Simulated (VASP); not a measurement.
# CoPb3 (Pm-3m) in VASP: further runs

Runs on CoPb3. Level: PBEsol. Tasks: single point.

All numbers are computed with VASP 6.6.1; they aren't measurements. Logs are shortened: lines on timing, memory, paths and dates and some standing lists are left out, and cuts for length are marked.

**1. The cell of the first run**

It takes space group Pm-3m (No. 221, cubic). Conventional cell: a = 4.607 Å, b = 4.607 Å, c = 4.607 Å, α = 90.00°, β = 90.00°, γ = 90.00°. Within 4.3 Å of Pb (site symmetry 4/mmm) lie 8 Pb at 3.26 Å and 4 Co at 3.26 Å. Within 4.3 Å of Co (site symmetry m-3m) lie 12 Pb at 3.26 Å.

**2. Single point, PBEsol, collinear spin, ferromagnetic start**

INCAR

```
SYSTEM = CoPb3
ALGO = Normal ; EDIFF = 1E-6
ENCUT = 520 ; GGA = PS
ISIF = 2 ; ISMEAR = 0
ISPIN = 2 ; LASPH = .TRUE.
LCHARG = .FALSE. ; LMAXMIX = 4
LORBIT = 11 ; LREAL = .FALSE.
LWAVE = .FALSE. ; MAGMOM = 0 0 0 1.71
NBANDS = 38 ; NELM = 150
PREC = Accurate ; SIGMA = 0.1
```

KPOINTS

```
k-points
0
G
  10 10 10
  0 0 0
```

POSCAR

```
CoPb3
1.0
    4.6069181517      0.0000000000      0.0000000000
    0.0000000000      4.6069181517      0.0000000000
    0.0000000000      0.0000000000      4.6069181517
Pb Co
3 1
Direct
    0.0000000000      0.5000000000      0.5000000000
    0.5000000000      0.0000000000      0.5000000000
    0.5000000000      0.5000000000      0.0000000000
    0.0000000000      0.0000000000      0.0000000000
```

Potentials or basis: VASP PAW PBE potentials, release 64 (Pb_d, Co).

The run is started by

```
> cat potpaw_PBE.64/Pb_d/POTCAR potpaw_PBE.64/Co/POTCAR > POTCAR
> mpirun -np 1 vasp_std > vasp.out
```

OUTCAR:

```text
SYSTEM = CoPb3
   EDIFF = 1E-6
   ENCUT = 520
   GGA = PS
   ISIF = 2
   ISMEAR = 0
   ISPIN = 2
   LASPH = .TRUE.
   LORBIT = 11
   LREAL = .FALSE.
   NELM = 150
   PREC = Accurate

 ion  position               nearest neighbor table
   1  0.000  0.500  0.500-   2 3.26   3 3.26   4 3.26   3 3.26   4 3.26   2 3.26   4 3.26   4 3.26
                             2 3.26   3 3.26   3 3.26   2 3.26
   2  0.500  0.000  0.500-   1 3.26   3 3.26   4 3.26   3 3.26   4 3.26   1 3.26   3 3.26   3 3.26
                             1 3.26   4 3.26   4 3.26   1 3.26
   3  0.500  0.500  0.000-   1 3.26   2 3.26   4 3.26   1 3.26   2 3.26   2 3.26   4 3.26   2 3.26
                             1 3.26   4 3.26   1 3.26   4 3.26
   4  0.000  0.000  0.000-   1 3.26   2 3.26   3 3.26   1 3.26   2 3.26   1 3.26   3 3.26   1 3.26
                             2 3.26   3 3.26   2 3.26   3 3.26

  LATTYP: Found a simple cubic cell.
 ALAT       =     4.6069181517

  Lattice vectors:

 A1 = (   4.6069181517,   0.0000000000,   0.0000000000)
 A2 = (   0.0000000000,   4.6069181517,   0.0000000000)
 A3 = (   0.0000000000,   0.0000000000,   4.6069181517)

Analysis of symmetry for initial positions (statically):
=====================================================================
 Subroutine PRICEL returns:
 Original cell was already a primitive cell.

 Routine SETGRP: Setting up the symmetry group for a
 simple cubic supercell.

 Subroutine GETGRP returns: Found 48 space group operations
 (whereof 48 operations were pure point group operations)
 out of a pool of 48 trial point group operations.

The static configuration has the point symmetry O_h .

Analysis of symmetry for dynamics (positions and initial velocities):
=====================================================================
 Subroutine PRICEL returns:
 Original cell was already a primitive cell.

 Routine SETGRP: Setting up the symmetry group for a
 simple cubic supercell.

 Subroutine GETGRP returns: Found 48 space group operations
 (whereof 48 operations were pure point group operations)
 out of a pool of 48 trial point group operations.

The dynamic configuration has the point symmetry O_h .

Analysis of structural, dynamic, and magnetic symmetry:
=====================================================================
 Subroutine PRICEL returns:
 Original cell was already a primitive cell.

 Routine SETGRP: Setting up the symmetry group for a
 simple cubic supercell.

 Subroutine GETGRP returns: Found 48 space group operations
 (whereof 48 operations were pure point group operations)
 out of a pool of 48 trial point group operations.

The overall configuration has the point symmetry O_h .

 Subroutine INISYM returns: Found 48 space group operations
 (whereof 48 operations are pure point group operations),
 and found     1 'primitive' translations

----------------------------------------------------------------------------------------

                                     Primitive cell

  volume of cell :      97.7758

  direct lattice vectors                    reciprocal lattice vectors
     4.606918152  0.000000000  0.000000000     0.217064851  0.000000000  0.000000000
     0.000000000  4.606918152  0.000000000     0.000000000  0.217064851  0.000000000
     0.000000000  0.000000000  4.606918152     0.000000000  0.000000000  0.217064851

  length of vectors
     4.606918152  4.606918152  4.606918152     0.217064851  0.217064851  0.217064851

  position of ions in fractional coordinates (direct lattice)
     0.000000000  0.500000000  0.500000000
     0.500000000  0.000000000  0.500000000
     0.500000000  0.500000000  0.000000000
     0.000000000  0.000000000  0.000000000

  ion indices of the primitive-cell ions
   primitive index   ion index
                 1           1
                 2           2
                 3           3
                 4           4

----------------------------------------------------------------------------------------

 KPOINTS: k-points

Automatic generation of k-mesh.
 Grid dimensions read from file:
 generate k-points for:   10   10   10

 Generating k-lattice:

  Cartesian coordinates                     Fractional coordinates (reciprocal lattice)
     0.021706485  0.000000000  0.000000000     0.100000000  0.000000000  0.000000000
     0.000000000  0.021706485  0.000000000     0.000000000  0.100000000  0.000000000
     0.000000000  0.000000000  0.021706485     0.000000000  0.000000000  0.100000000

  Length of vectors
     0.021706485  0.021706485  0.021706485

  Shift w.r.t. Gamma in fractional coordinates (k-lattice)
     0.000000000  0.000000000  0.000000000

 Subroutine IBZKPT returns following result:
 ===========================================

 Found     56 irreducible k-points:

 Following reciprocal coordinates:
            Coordinates               Weight
  0.000000  0.000000  0.000000      1.000000
  0.100000  0.000000  0.000000      6.000000
  0.200000  0.000000  0.000000      6.000000
  0.300000  0.000000  0.000000      6.000000
  0.400000  0.000000  0.000000      6.000000
  0.500000  0.000000  0.000000      3.000000
[... 16 lines left out ...]
  0.200000  0.100000  0.100000     24.000000
  0.300000  0.100000  0.100000     24.000000
 [... further k-points ...]
   k-points           NKPTS =     56   k-points in BZ     NKDIM =     56   number of bands    NBANDS=     38
   number of dos      NEDOS =    301   number of ions     NIONS =      4
   total plane-waves  NPLWV =  46656
   dimension x,y,z NGX =    36 NGY =   36 NGZ =   36
   dimension x,y,z NGXF=    72 NGYF=   72 NGZF=   72
   ions per type =               3   1
   NGX,Y,Z   is equivalent  to a cutoff of  12.99, 12.99, 12.99 a.u.
   NGXF,Y,Z  is equivalent  to a cutoff of  25.98, 25.98, 25.98 a.u.
 SYSTEM =  CoPb3
   PREC   = accura    normal or accurate (medium, high low for compatibility)
   ISTART =      0    job   : 0-new  1-cont  2-samecut
   ICHARG =      2    charge: 1-file 2-atom 10-const
   ISPIN  =      2    spin polarized calculation?
   LNONCOLLINEAR =      F non collinear calculations
   LSORBIT =      F    spin-orbit coupling
   LASPH  =      T    aspherical Exc in radial PAW
   ENCUT  =  520.0 eV  38.22 Ry    6.18 a.u.   8.57  8.57  8.57*2*pi/ulx,y,z
   NELM   =    150;   NELMIN=  2; NELMDL= -5     # of ELM steps
   EDIFF  = 0.1E-05   stopping-criterion for ELM
   LREAL  =      F    real-space projection
   EDIFFG = 0.1E-04   stopping-criterion for IOM
   NSW    =      0    number of steps for IOM
   IBRION =     -1    ionic relax: 0-MD 1-quasi-New 2-CG
   NFREE  =      0    steps in history (QN), initial steepest desc. (CG)
   ISIF   =      2    stress and relaxation
   ISYM   =      2    0-nonsym 1-usesym 2-fastsym
   POTIM  = 0.5000    time-step for ionic-motion
   TEBEG  =    0.0;   TEEND  =   0.0 temperature during run
   PSTRESS=    0.0 pullay stress
   NELECT =      51.0000    total number of electrons
   NUPDOWN=      -1.0000    fix difference up-down
   EMIN   =  10.00;   EMAX   =-10.00  energy-range for DOS
   EFERMI =   0.00;   METHOD = LEGACY
   ISMEAR =     0;   SIGMA  =   0.10  broadening in eV -4-tet -1-fermi 0-gaus
   EFERMI_NEDOS =   21; number of points for ismear=-14 and -15
   IALGO  =     38    algorithm
   IMIX   =      4    mixing-type and parameters
     AMIX     =   0.40;   BMIX     =  1.00
     AMIX_MAG =   1.60;   BMIX_MAG =  1.00
  volume/ion in A,a.u.               =      24.44       164.96
  Fermi-wavevector in a.u.,A,eV,Ry     =   1.317815  2.490309 23.628367  1.736636
  Thomas-Fermi vector in A             =   2.447829
   LORBIT       =     11    0 simple, 1 ext, 2 COOP (PROOUT), +10 PAW based schemes
   GGA     = PS    functional components
   LHFCALC =     F    Hartree Fock is set to
   AEXX    =    0.0000 exact exchange contribution
   IVDW    =     0    specifies the selected vdW correction
   LEPSILON=     F    determine dielectric tensor
   LRPA    =     F    only Hartree local field effects (RPA)
 spin polarized calculation
 Gauss-broadening in eV      SIGMA  =   0.10
  energy-cutoff  :      520.00
  volume of cell :       97.78
 maximum number of plane-waves:      2666
 NGX is ok and might be reduce to    36
   NGX = 17   NGY = 17   NGZ = 17

 number of electron      51.0000024 magnetization       1.5152784

 Free energy of the ion-electron system (eV)
  ---------------------------------------------------
  ext. energy  EPLUGINS =         0.00000000
  ---------------------------------------------------
  free energy    TOTEN  =       -17.41118418 eV

  energy without entropy =      -17.38451998  energy(sigma->0) =      -17.39785208

 E-fermi :   7.8715     XC(G=0): -10.9491

 val. band max:        7.8695435460   @ k =   0.5000   0.3000   0.3000
 cond. band min:       7.8717913498   @ k =   0.4000   0.3000   0.3000
 fundamental gap:      0.0022478038
 Fermi energy:         7.8715472967

 spin component 1

 k-point     1 :       0.0000    0.0000    0.0000
  band No.  band energies     occupation
      1      -9.3867      1.00000
      2      -9.3867      1.00000
      3      -9.3867      1.00000
      4      -9.3867      1.00000
      5      -9.1204      1.00000
      6      -9.1204      1.00000
[... 949 lines left out ...]
     36      16.7240      0.00000
     37      17.5424      0.00000

 [... further k-points ...]

 spin component 2

 k-point     1 :       0.0000    0.0000    0.0000
  band No.  band energies     occupation
      1      -9.3888      1.00000
      2      -9.3888      1.00000
      3      -9.3888      1.00000
      4      -9.3850      1.00000
      5      -9.1257      1.00000
      6      -9.1257      1.00000
[... 949 lines left out ...]
     36      16.8472      0.00000
     37      17.6807      0.00000

 [... further k-points ...]

 [bands above 37 left out]

------------------------ aborting loop because EDIFF is reached ----------------------------------------

  FORCE on cell =-STRESS in cart. coord.  units (eV):
  Direction    XX          YY          ZZ          XY          YZ          ZX
  --------------------------------------------------------------------------------------
  -------------------------------------------------------------------------------------
  Total       -0.0471108     -0.0471108     -0.0471108     -0.0000000     -0.0000000     -0.0000000
  in kB       -0.7719689     -0.7719689     -0.7719689     -0.0000000     -0.0000000     -0.0000000
  external PRESSURE =      -0.7719689 kB  Pullay stress =       0.0000000 kB

 VOLUME and BASIS-vectors are now :
 -----------------------------------------------------------------------------
  energy-cutoff  :      520.00
  volume of cell :       97.78
      direct lattice vectors                 reciprocal lattice vectors
     4.606918152  0.000000000  0.000000000     0.217064851  0.000000000  0.000000000
     0.000000000  4.606918152  0.000000000     0.000000000  0.217064851  0.000000000
     0.000000000  0.000000000  4.606918152     0.000000000  0.000000000  0.217064851

 POSITION                                       TOTAL-FORCE (eV/Angst)
 -----------------------------------------------------------------------------------
      0.00000      2.30346      2.30346         0.000000      0.000000      0.000000
      2.30346      0.00000      2.30346         0.000000      0.000000      0.000000
      2.30346      2.30346      0.00000         0.000000      0.000000      0.000000
      0.00000      0.00000      0.00000         0.000000      0.000000      0.000000
 -----------------------------------------------------------------------------------
    total drift:                                0.000000      0.000000      0.000000

  FREE ENERGIE OF THE ION-ELECTRON SYSTEM (eV)
  ---------------------------------------------------
  free  energy   TOTEN  =       -17.4111841804 eV

  energy  without entropy=      -17.3845199754  energy(sigma->0) =      -17.39785208

 total charge

# of ion       s       p       d       tot
------------------------------------------
    1        1.373   0.813   9.819  12.005
    2        1.373   0.813   9.819  12.005
    3        1.373   0.813   9.819  12.005
    4        0.324   0.152   7.311   7.787
--------------------------------------------------
tot          4.443   2.591  36.768  43.801

 magnetization (x)

# of ion       s       p       d       tot
------------------------------------------
    1        0.007  -0.017  -0.001  -0.011
    2        0.007  -0.017  -0.001  -0.011
    3        0.007  -0.017  -0.001  -0.011
    4        0.016   0.012   1.560   1.588
--------------------------------------------------
tot          0.036  -0.038   1.556   1.554
```

Run time: 4 min. Hardware: 1 thread of Intel Xeon Platinum 8375C at 2.90GHz (Ice Lake), shared host; peak memory 0.44 GiB.

What came out:

| Item | Value |
| --- | --- |
| Free energy | -17.4112 eV |
| Pressure | -0.1 GPa |
| Net moment | 1.52 μB per cell |
| Site moments | Pb -0.01; Co +1.59 μB |
| Valence electrons inside the program's atomic spheres | Pb 12.01; Co 7.79 |

Caveat: the PAW data sets were made with another functional, which shifts forces and pressure a little; spin-orbit coupling is left out, which moves the levels of the heavy elements.

**3. Single point, PBEsol, collinear spin, ferromagnetic start**

This run uses another cell than the first one, of 19.56 Å³/atom, 0.800 times its volume.

INCAR

```
SYSTEM = CoPb3
ALGO = Normal
EDIFF = 1E-6
ENCUT = 520
GGA = PS
ISIF = 2
ISMEAR = 0
ISPIN = 2
LASPH = .TRUE.
LCHARG = .FALSE.
LMAXMIX = 4
LORBIT = 11
LREAL = .FALSE.
LWAVE = .FALSE.
MAGMOM = 0 0 0 2
NBANDS = 38
NELM = 150
PREC = Accurate
SIGMA = 0.1
```

KPOINTS is that of step 2.

POSCAR

```
CoPb3
1.0
    4.2766839701      0.0000000000      0.0000000000
    0.0000000000      4.2766839701      0.0000000000
    0.0000000000      0.0000000000      4.2766839701
Pb Co
3 1
Direct
    0.0000000000      0.5000000000      0.5000000000
    0.5000000000      0.0000000000      0.5000000000
    0.5000000000      0.5000000000      0.0000000000
    0.0000000000      0.0000000000      0.0000000000
```

Potentials or basis: VASP PAW PBE potentials, release 64 (Pb_d, Co).

The run is started by

```
> cat potpaw_PBE.64/Pb_d/POTCAR potpaw_PBE.64/Co/POTCAR > POTCAR
> mpirun -np 1 vasp_std > vasp.out
```

Wall time 2.6 min (1 thread of Intel Xeon Platinum 8375C at 2.90GHz (Ice Lake), shared host); peak memory 0.36 GiB.

It converged, with:

| Quantity | Value |
| --- | --- |
| Free energy | -16.3305 eV |
| Pressure | 21.7 GPa |
| Band gap on the k mesh | zero (filled and empty bands overlap) |
| Net moment | 0.99 μB per cell |
| Site moments | Pb +0.00; Co +1.00 μB |
| Valence electrons inside the program's atomic spheres | Pb 12.19; Co 8.02 |

Levels at points of the mesh, in eV from the Fermi level:
Spin up:
```
           k point  band 23  band 24  band 25  band 26  band 27  band 28  band 29  band 30
(0.00, 0.00, 0.00)    -1.37    -1.37    -0.79    -0.79     0.65     3.61     3.61     3.61
(0.50, 0.00, 0.00)    -1.39    -0.19    -0.11    -0.11     0.03     0.03     1.36     2.40
(0.50, 0.50, 0.00)    -1.16    -1.11    -0.17     0.95     1.22     1.22     2.37     2.37
(0.50, 0.50, 0.50)    -1.05    -1.05    -0.93    -0.93    -0.93    -0.71     8.61     8.61
```
Spin down:
```
           k point  band 22  band 23  band 24  band 25  band 26  band 27  band 28  band 29
(0.00, 0.00, 0.00)    -0.36    -0.36    -0.36    -0.11    -0.11     0.79     3.59     3.59
(0.50, 0.00, 0.00)    -0.93    -0.39     0.04     0.04     0.16     0.62     0.62     1.38
(0.50, 0.50, 0.00)    -0.80    -0.46    -0.46     0.36     0.96     1.23     1.23     2.76
(0.50, 0.50, 0.50)    -4.89    -0.54    -0.33    -0.33     0.11     0.11     0.11     8.62
```

Caveat: the PAW data sets were made with another functional, which shifts forces and pressure a little; spin-orbit coupling is left out, which moves the levels of the heavy elements.
